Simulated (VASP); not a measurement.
# Al2Cu (P1) in VASP: single point with PBE

Aim: the single point of Al2Cu with PBE.

Everything below comes from runs of VASP 6.6.1. Logs are shortened: lines on timing, memory, paths and dates and some standing lists are left out, and cuts for length are marked.

### Step 1. The cell of the first run

The typed cell holds 3 atoms: a = 4.046 Å, b = 4.046 Å, c = 4.046 Å, α = 119.77°, β = 119.77°, γ = 90.41°.

### Step 2. Single point, PBE

INCAR reads:

```
SYSTEM = Al2Cu
ALGO = Fast
EDIFF = 1E-6
ENCUT = 520
GGA = PE
ISIF = 2
ISMEAR = 0
LASPH = .True.
LCHARG = .True.
LELF = .True.
LREAL = .False.
LVHAR = .True.
LWAVE = .False.
NBANDS = 16
NELM = 100
PREC = Accurate
SIGMA = 0.05
```

KPOINTS reads:

```
k-points
0
Gamma
  12 12 12
  0 0 0
```

POSCAR reads:

```
Al2Cu
1.0
   -2.0303375000      2.0303375000      2.8510940000
    2.0303375000     -2.0303375000      2.8510940000
    2.0303375000      2.0303375000     -2.8510940000
Al Cu
2 1
Direct
    0.7579277686      0.2797664647      0.5147889842
    0.2500000000      0.7500000000      0.5000000000
    0.5000000000      0.5000000000      0.0000000000
```

Potentials or basis: VASP PAW PBE potentials, release 64 (Al, Cu).

The run is started by

```
$ cat potpaw_PBE.64/Al/POTCAR potpaw_PBE.64/Cu/POTCAR > POTCAR
$ mpirun -np 1 vasp_std > vasp.out
```

OUTCAR:

```text
SYSTEM = Al2Cu
   EDIFF = 1E-6
   ENCUT = 520
   GGA = PE
   ISIF = 2
   ISMEAR = 0
   LASPH = .True.
   LREAL = .False.
   NELM = 100
   PREC = Accurate

 ion  position               nearest neighbor table
   1  0.758  0.280  0.515-   3 2.43   3 2.46   3 2.46   3 2.58   2 2.79   2 2.81   2 2.83   2 2.92
                             2 2.92   2 2.94
   2  0.250  0.750  0.500-   3 2.48   3 2.48   3 2.48   3 2.48   1 2.79   1 2.81   1 2.83   1 2.92
                             1 2.92   1 2.94
   3  0.500  0.500  0.000-   1 2.43   1 2.46   1 2.46   2 2.48   2 2.48   2 2.48   2 2.48   1 2.58

  LATTYP: Found a body centered tetragonal cell.
 ALAT       =     4.0606750000
 C/A-ratio  =     1.4042463384

  Lattice vectors:

 A1 = (  -2.0303375000,   2.0303375000,   2.8510940000)
 A2 = (   2.0303375000,  -2.0303375000,   2.8510940000)
 A3 = (   2.0303375000,   2.0303375000,  -2.8510940000)

Analysis of symmetry for initial positions (statically):
=====================================================================
 Subroutine PRICEL returns:
 Original cell was already a primitive cell.

 Routine SETGRP: Setting up the symmetry group for a
 body centered tetragonal supercell.

 Subroutine GETGRP returns: Found  1 space group operations
 (whereof  1 operations were pure point group operations)
 out of a pool of 16 trial point group operations.

The static configuration has the point symmetry C_1 .

Analysis of symmetry for dynamics (positions and initial velocities):
=====================================================================
 Subroutine PRICEL returns:
 Original cell was already a primitive cell.

 Routine SETGRP: Setting up the symmetry group for a
 body centered tetragonal supercell.

 Subroutine GETGRP returns: Found  1 space group operations
 (whereof  1 operations were pure point group operations)
 out of a pool of 16 trial point group operations.

The dynamic configuration has the point symmetry C_1 .

 Subroutine INISYM returns: Found  1 space group operations
 (whereof  1 operations are pure point group operations),
 and found     1 'primitive' translations

----------------------------------------------------------------------------------------

                                     Primitive cell

  volume of cell :      47.0119

  direct lattice vectors                    reciprocal lattice vectors
    -2.030337500  2.030337500  2.851094000     0.000000000  0.246264476  0.175371279
     2.030337500 -2.030337500  2.851094000     0.246264476  0.000000000  0.175371279
     2.030337500  2.030337500 -2.851094000     0.246264476  0.246264476  0.000000000

  length of vectors
     4.046390703  4.046390703  4.046390703     0.302326442  0.302326442  0.348270562

  position of ions in fractional coordinates (direct lattice)
     0.757927769  0.279766465  0.514788984
     0.250000000  0.750000000  0.500000000
     0.500000000  0.500000000  0.000000000

  ion indices of the primitive-cell ions
   primitive index   ion index
                 1           1
                 2           2
                 3           3

----------------------------------------------------------------------------------------

 KPOINTS: k-points

Automatic generation of k-mesh.
 Grid dimensions read from file:
 generate k-points for:   12   12   12

 Generating k-lattice:

  Cartesian coordinates                     Fractional coordinates (reciprocal lattice)
     0.000000000  0.020522040  0.014614273     0.083333333  0.000000000 -0.000000000
     0.020522040  0.000000000  0.014614273     0.000000000  0.083333333 -0.000000000
     0.020522040  0.020522040  0.000000000     0.000000000  0.000000000  0.083333333

  Length of vectors
     0.025193870  0.025193870  0.029022547

  Shift w.r.t. Gamma in fractional coordinates (k-lattice)
     0.000000000  0.000000000  0.000000000

 Subroutine IBZKPT returns following result:
 ===========================================

 Found    868 irreducible k-points:

 Following reciprocal coordinates:
            Coordinates               Weight
  0.000000  0.000000  0.000000      1.000000
  0.083333  0.000000  0.000000      2.000000
  0.000000  0.083333  0.000000      2.000000
  0.000000  0.083333 -0.083333      2.000000
  0.083333  0.000000 -0.083333      2.000000
  0.166667  0.000000 -0.000000      2.000000
[... 16 lines left out ...]
  0.000000  0.500000 -0.000000      1.000000
  0.000000  0.500000  0.500000      1.000000
 [... further k-points ...]
   k-points           NKPTS =    868   k-points in BZ     NKDIM =    868   number of bands    NBANDS=     16
   number of dos      NEDOS =    301   number of ions     NIONS =      3
   total plane-waves  NPLWV =  27000
   dimension x,y,z NGX =    30 NGY =   30 NGZ =   30
   dimension x,y,z NGXF=    60 NGYF=   60 NGZF=   60
   ions per type =               2   1
   NGX,Y,Z   is equivalent  to a cutoff of  12.33, 12.33, 12.33 a.u.
   NGXF,Y,Z  is equivalent  to a cutoff of  24.65, 24.65, 24.65 a.u.
 SYSTEM =  Al2Cu
   PREC   = accura    normal or accurate (medium, high low for compatibility)
   ISTART =      0    job   : 0-new  1-cont  2-samecut
   ICHARG =      2    charge: 1-file 2-atom 10-const
   ISPIN  =      1    spin polarized calculation?
   LNONCOLLINEAR =      F non collinear calculations
   LSORBIT =      F    spin-orbit coupling
   LASPH  =      T    aspherical Exc in radial PAW
   ENCUT  =  520.0 eV  38.22 Ry    6.18 a.u.   7.52  7.52  7.52*2*pi/ulx,y,z
   NELM   =    100;   NELMIN=  2; NELMDL= -5     # of ELM steps
   EDIFF  = 0.1E-05   stopping-criterion for ELM
   LREAL  =      F    real-space projection
   EDIFFG = 0.1E-04   stopping-criterion for IOM
   NSW    =      0    number of steps for IOM
   IBRION =     -1    ionic relax: 0-MD 1-quasi-New 2-CG
   NFREE  =      0    steps in history (QN), initial steepest desc. (CG)
   ISIF   =      2    stress and relaxation
   ISYM   =      2    0-nonsym 1-usesym 2-fastsym
   POTIM  = 0.5000    time-step for ionic-motion
   TEBEG  =    0.0;   TEEND  =   0.0 temperature during run
   PSTRESS=    0.0 pullay stress
   NELECT =      17.0000    total number of electrons
   NUPDOWN=      -1.0000    fix difference up-down
   EMIN   =  10.00;   EMAX   =-10.00  energy-range for DOS
   EFERMI =   0.00;   METHOD = LEGACY
   ISMEAR =     0;   SIGMA  =   0.05  broadening in eV -4-tet -1-fermi 0-gaus
   EFERMI_NEDOS =   21; number of points for ismear=-14 and -15
   IALGO  =     68    algorithm
   IMIX   =      4    mixing-type and parameters
     AMIX     =   0.40;   BMIX     =  1.00
     AMIX_MAG =   1.60;   BMIX_MAG =  1.00
  volume/ion in A,a.u.               =      15.67       105.75
  Fermi-wavevector in a.u.,A,eV,Ry     =   1.166331  2.204046 18.508385  1.360328
  Thomas-Fermi vector in A             =   2.302845
   LORBIT       =      0    0 simple, 1 ext, 2 COOP (PROOUT), +10 PAW based schemes
   GGA     = PE    functional components
   LHFCALC =     F    Hartree Fock is set to
   AEXX    =    0.0000 exact exchange contribution
   IVDW    =     0    specifies the selected vdW correction
   LEPSILON=     F    determine dielectric tensor
   LRPA    =     F    only Hartree local field effects (RPA)
 non-spin polarized calculation
 RMM-DIIS sequential band-by-band and
 Gauss-broadening in eV      SIGMA  =   0.05
  energy-cutoff  :      520.00
  volume of cell :       47.01
 maximum number of plane-waves:      1293
   NGX = 15   NGY = 15   NGZ = 15

 number of electron      17.0000003 magnetization

 Free energy of the ion-electron system (eV)
  ---------------------------------------------------
  ext. energy  EPLUGINS =         0.00000000
  ---------------------------------------------------
  free energy    TOTEN  =       -11.70410318 eV

  energy without entropy =      -11.70270496  energy(sigma->0) =      -11.70340407

 E-fermi :   7.1522     XC(G=0): -10.5207

 val. band max:        7.1510097732   @ k =  -0.3333  -0.1667   0.1667
 cond. band min:       7.1525275469   @ k =  -0.0833   0.0833   0.2500
 fundamental gap:      0.0015177736
 Fermi energy:         7.1521873907

 k-point     1 :       0.0000    0.0000    0.0000
  band No.  band energies     occupation
      1      -3.1181      2.00000
      2       2.5402      2.00000
      3       2.5468      2.00000
      4       2.6024      2.00000
      5       3.1214      2.00000
      6       3.1345      2.00000
[... 8 lines left out ...]
     15      14.2298      0.00000
     16      14.4002      0.00000

 k-point     2 :       0.0833    0.0000    0.0000
  band No.  band energies     occupation
      1      -3.0239      2.00000
      2       2.5184      2.00000
      3       2.5574      2.00000
      4       2.6134      2.00000
      5       3.1177      2.00000
      6       3.1298      2.00000
[... 8 lines left out ...]
     15      13.4084      0.00000
     16      14.0320      0.00000

 k-point     3 :       0.0000    0.0833    0.0000
  band No.  band energies     occupation
      1      -3.0252      2.00000
      2       2.5509      2.00000
      3       2.5588      2.00000
      4       2.5735      2.00000
      5       3.1193      2.00000
      6       3.1323      2.00000
[... 8 lines left out ...]
     15      13.4247      0.00000
     16      13.8611      0.00000

 k-point     4 :       0.0000    0.0833   -0.0833
  band No.  band energies     occupation
      1      -3.0237      2.00000
      2       2.5114      2.00000
      3       2.5637      2.00000
      4       2.6154      2.00000
      5       3.1172      2.00000
      6       3.1294      2.00000
[... 8 lines left out ...]
     15      13.3735      0.00000
     16      14.0758      0.00000
[... 324 lines left out ...]
 k-point    22 :       0.5000    0.0000   -0.0000
  band No.  band energies     occupation
      1      -0.2812      2.00000
      2       0.5692      2.00000
      3       2.7102      2.00000
      4       2.7336      2.00000
      5       3.1368      2.00000
      6       3.1712      2.00000
[... 8 lines left out ...]
     15      17.1795      0.00000
     16      18.3817      0.00000

 k-point    23 :       0.0000    0.5000   -0.0000
  band No.  band energies     occupation
      1      -0.4610      2.00000
      2       0.7689      2.00000
      3       2.6553      2.00000
      4       2.6598      2.00000
      5       3.2041      2.00000
      6       3.2119      2.00000
[... 8 lines left out ...]
     15      16.9312      0.00000
     16      18.7453      0.00000

 k-point    24 :       0.0000    0.5000    0.5000
  band No.  band energies     occupation
      1      -0.2457      2.00000
      2       0.5335      2.00000
      3       2.7245      2.00000
      4       2.7449      2.00000
      5       3.1204      2.00000
      6       3.1653      2.00000
[... 8 lines left out ...]
     15      17.1934      0.00000
     16      18.3820      0.00000

 [... further k-points ...]
[... 5 lines left out ...]
  --------------------------------------------------------------------------------------
  -------------------------------------------------------------------------------------
  Total        0.6516306      1.2784118      1.1599685     -0.0078068     -0.0888238     -0.3731719
  in kB       22.2077234     43.5685746     39.5320001     -0.2660581     -3.0271368    -12.7177857
  external PRESSURE =      35.1027660 kB  Pullay stress =       0.0000000 kB

 VOLUME and BASIS-vectors are now :
 -----------------------------------------------------------------------------
  energy-cutoff  :      520.00
  volume of cell :       47.01
      direct lattice vectors                 reciprocal lattice vectors
    -2.030337500  2.030337500  2.851094000     0.000000000  0.246264476  0.175371279
     2.030337500 -2.030337500  2.851094000     0.246264476  0.000000000  0.175371279
     2.030337500  2.030337500 -2.851094000     0.246264476  0.246264476  0.000000000

 POSITION                                       TOTAL-FORCE (eV/Angst)
 -----------------------------------------------------------------------------------
      0.07437      2.01602      1.49085        -0.379713      0.098074     -0.369411
      2.03034      0.00000      1.42555         0.146196     -0.029961      0.146686
      0.00000      0.00000      2.85109         0.233518     -0.068113      0.222725
 -----------------------------------------------------------------------------------
    total drift:                                0.000131     -0.000027      0.000072

  FREE ENERGIE OF THE ION-ELECTRON SYSTEM (eV)
  ---------------------------------------------------
  free  energy   TOTEN  =       -11.7041031796 eV

  energy  without entropy=      -11.7027049565  energy(sigma->0) =      -11.70340407
```

Wall time 21 min (1 thread of Oxide Virtual Turin-like, shared host); peak memory 0.66 GiB.

Results:

| Quantity | Value |
| --- | --- |
| Free energy | -11.7041 eV |
| Pressure | 3.5 GPa |
| Largest force | 0.539 eV/Å |
| Band gap on the k mesh | zero (an odd number of electrons rules out a gap without spin polarisation) |

Forces in eV/Å, atoms in the order of the input:
```
Al  -0.380  0.098 -0.369
Al   0.146 -0.030  0.147
Cu   0.234 -0.068  0.223
```

Caveat: the cell stands under pressure.
